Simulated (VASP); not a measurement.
LiGeN:

```
Li Ge N
1.0
     1.96889   -3.99662    0.00000
     1.96889    3.99662    0.00000
     0.00000    0.00000    5.27175
Li Ge N
2 2 2
Direct
  0.73249 0.26751 0.25000
  0.26751 0.73249 0.75000
  0.50000 0.50000 0.00000
  0.50000 0.50000 0.50000
  0.09239 0.90761 0.25000
  0.90761 0.09239 0.75000
```

The cell was generated, and may not be a known phase.

* Program: VASP 6.6.1
* Task: relaxation of cell and atoms
* Functional: PBE
* Potentials or basis: VASP PAW PBE potentials, release 64 (Li_sv, Ge_d, N)
* Cutoff: 600 eV
* k mesh: 6 × 6 × 4
* Occupations: gaussian, width 0.1 eV
* Spin: no spin polarisation

At the start: pressure -4.7 GPa; volume 13.83 Å³/atom.

Where does the relaxation end?

Over 27 steps the energy falls by 545.0 meV/atom and the volume is 11.73 Å³/atom (-15.1 %); space group Cmcm (No. 63, to 0.1 Å) before and after.

Step by step:
| step | energy change (eV) | largest force (eV/Å) | pressure (GPa) | volume (Å³) |
| --- | --- | --- | --- | --- |
| 1 | 0.0000 | 2.4256 | -4.69 | 82.97 |
| 2 | -2.1990 | 1.1063 | -2.67 | 77.47 |
| 3 | -2.8170 | 0.5542 | 0.27 | 73.78 |
| 4 | -1.4882 | 0.4234 | 19.63 | 65.08 |
| 5 | -2.9338 | 0.3597 | 1.92 | 72.28 |
| 6 | -2.9473 | 0.2367 | 3.57 | 71.17 |
| 7 | -2.9502 | 0.2679 | 3.12 | 71.46 |
| 8 | -3.0183 | 0.1489 | -0.28 | 74.22 |
| 9 | -3.0260 | 0.1280 | -1.91 | 75.73 |
| 10 | -3.0708 | 0.2060 | -1.38 | 75.22 |
| 11 | -3.0967 | 0.3008 | -0.55 | 74.56 |
| 12 | -3.0994 | 0.3475 | -0.28 | 74.31 |
| 13 | -3.1400 | 0.3468 | -0.10 | 73.65 |
| 14 | -3.2104 | 0.2614 | 0.37 | 71.51 |
| 15 | -3.2289 | 0.2119 | 0.19 | 71.27 |
| 16 | -3.2321 | 0.3246 | 0.37 | 70.50 |
| 17 | -3.2453 | 0.2351 | 0.00 | 70.96 |
| 18 | -3.2466 | 0.2596 | 0.13 | 70.77 |
| 19 | -3.2472 | 0.2495 | 0.04 | 70.84 |
| 20 | -3.2570 | 0.1975 | -0.02 | 70.89 |
| 21 | -3.2644 | 0.1111 | -0.07 | 70.97 |
| 22 | -3.2645 | 0.1003 | -0.06 | 70.97 |
| 23 | -3.2659 | 0.0830 | -0.08 | 70.94 |
| 24 | -3.2674 | 0.0748 | -0.08 | 70.86 |
| 25 | -3.2675 | 0.0820 | -0.12 | 70.85 |
| 26 | -3.2687 | 0.0566 | -0.07 | 70.71 |
| 27 | -3.2698 | 0.0025 | 0.04 | 70.40 |

Final structure:
```
CELL_PARAMETERS angstrom
1.51413 -4.86080 0.00000
1.51413 4.86080 0.00000
0.00000 0.00000 4.78275
ATOMIC_POSITIONS crystal
Li 0.76647 0.23353 0.25000
Li 0.23353 0.76647 0.75000
Ge 0.50000 0.50000 0.00000
Ge 0.50000 0.50000 0.50000
N 0.12374 0.87626 0.25000
N 0.87626 0.12374 0.75000
```

Caveat: the cutoff is under 1.25 times the usual one of these potentials, so pressure, stress and relaxed cells hold a basis-set (Pulay) error; the volume moved by over 15 % at a fixed basis, so the end points are rough.
